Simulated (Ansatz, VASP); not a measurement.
# Two plane-wave programs on Al

The input INCAR:

```
  PREC = Accurate
  ENCUT = 600
  EDIFF = 1E-6
  ISMEAR = 0
  SIGMA = 0.1
  LREAL = False
  LASPH = True
  NELM = 80
  ALGO = Fast
  ISIF = 3
  LWAVE = False
  LCHARG = False
  IBRION = 2
  NSW = 100
  EDIFFG = -0.002
```

The input KPOINTS:

```
Automatic mesh
0
Gamma
  18 18 18
```

POSCAR

```
Al
1.0
    0.0000000000      2.0248050000      2.0248050000
    2.0248050000      0.0000000000      2.0248050000
    2.0248050000      2.0248050000      0.0000000000
Al
1
Direct
    0.0000000000      0.0000000000      0.0000000000
```

Input for Ansatz:

```yaml
crystal:
  lattice:
    - [0.0, 2.024805, 2.024805]
    - [2.024805, 0.0, 2.024805]
    - [2.024805, 2.024805, 0.0]
  atoms:
    - { symbol: Al, position: [0.0, 0.0, 0.0] }
basis:
  ecutwfc: 420
kpoints:
  mp_grid: { grid: [18, 18, 18] }
hamiltonian:
  xc: lda
  pseudopotentials: { kind: paw, azcp: { folder: soft_1 } }
scf:
  occupations: { method: gaussian, width: 0.1 }
output:
  forces: true
  stress: true
  eigenvalues: true
  write_density: true
  write_potential: true
  elf: true
  volumetric_format: npy
relax:
  adjacent_minimum: "off"
  f_tol: 0.002
  max_steps: 80
  cell: { stress_tol: 0.02 }
```

Alike in both runs: task relaxation of cell and atoms; functional LDA; k mesh 18 × 18 × 18; occupations gaussian, width 0.1 eV; no spin polarisation.

|  | VASP | Ansatz |
| --- | --- | --- |
| version | VASP 6.6.1 | Ansatz 0.2.0 |
| potentials or method | VASP PAW LDA potentials, release 64 (Al), cutoff 600 eV | scalar-relativistic, plane waves, PAW |
| valence electrons in the cell | 3 | 3 |

```csv
,VASP,Ansatz,Ansatz less VASP
"gap on the k mesh at the Fermi level, each at its own relaxed structure (eV)",none,none,-
relaxed volume (Å³/atom),15.82,15.80,-0.014
relaxed cell length with the largest relative difference (Å),2.818,2.817,-0.0008
```

Ansatz warns that its potentials were made for another functional, while VASP's fit it. LDA's correlation is that of Perdew and Zunger in VASP and of Perdew and Wang (1992) in Ansatz. A gap of «none» marks a metal or a gap that the smearing closes.
